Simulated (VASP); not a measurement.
Wanted: the native input for a VASP 6.6.1 run.

```
Task                   : single point
Functional             : PBE
Dispersion             : D3(BJ)
Potentials or basis    : VASP PAW PBE potentials, release 64 (S)
Cutoff                 : 520 eV
k mesh                 : 9 × 16 × 5
Occupations            : gaussian, width 0.15 eV
Spin                   : no spin polarisation
Dipole correction      : no
Further INCAR settings : ALGO = Normal; EDIFF = 1e-07; NBANDS = 34
```

The structure of S lies in POSCAR:

```
S
1.0
    0.0000000000     -5.4762743414      0.0000000000
    0.0000000000      0.0000000000     -2.9602546931
   10.9525486828     -3.8333920390      2.0721782852
S
8
Direct
   -0.0094011725      0.6320669706      0.1886671009
   -0.3594011725      0.9820669706      0.6886671009
    0.3094011725      1.0679330294      0.8113328991
    0.6594011725      0.7179330294      0.3113328991
   -0.2797327687      0.6570669706      0.9386671009
    0.0702672313      0.3070669706      0.4386671009
    0.5797327687      0.0429330294      0.0613328991
    0.2297327687      0.3929330294      0.5613328991
```

This cell differs from its parent crystal: the part above a cut slid along it.

The input as run:

INCAR

```
PREC = Accurate ; ENCUT = 520
EDIFF = 1E-7 ; ISMEAR = 0
SIGMA = 0.15 ; LREAL = False
LASPH = True ; NELM = 100
ALGO = Normal ; ISIF = 2
LWAVE = False ; LCHARG = True
GGA = PE ; IVDW = 12
LVHAR = True ; NBANDS = 34
KPAR = 4
```

KPOINTS

```
Automatic mesh
0
Gamma
  9 16 5
```

Potentials or basis: VASP PAW PBE potentials, release 64 (S).

Run with:

```sh
$ cat potpaw_PBE.64/S/POTCAR > POTCAR
$ mpirun -np 4 vasp_std > vasp.out
```

It gave:

| Quantity | Value |
| --- | --- |
| Pressure | 8.3 GPa |
| Largest force | 13.939 eV/Å |
| Band gap on the k mesh | zero (bands 24 and 25 overlap by 1.07 eV) |
| Dispersion energy per atom | -0.270 eV |

Caveat: the cell differs from its parent crystal (the part above a cut slid along it); the stress differs along the axes, from 0 to 13 GPa; forces of over 1 eV/Å act on the atoms, so gaps and moduli don't describe the material at rest.

Run time: 7.3 min on 4 MPI ranks on Intel(R) Xeon(R) 6975P-C (Granite Rapids) (shared host), peak memory 1.3 GiB a rank.
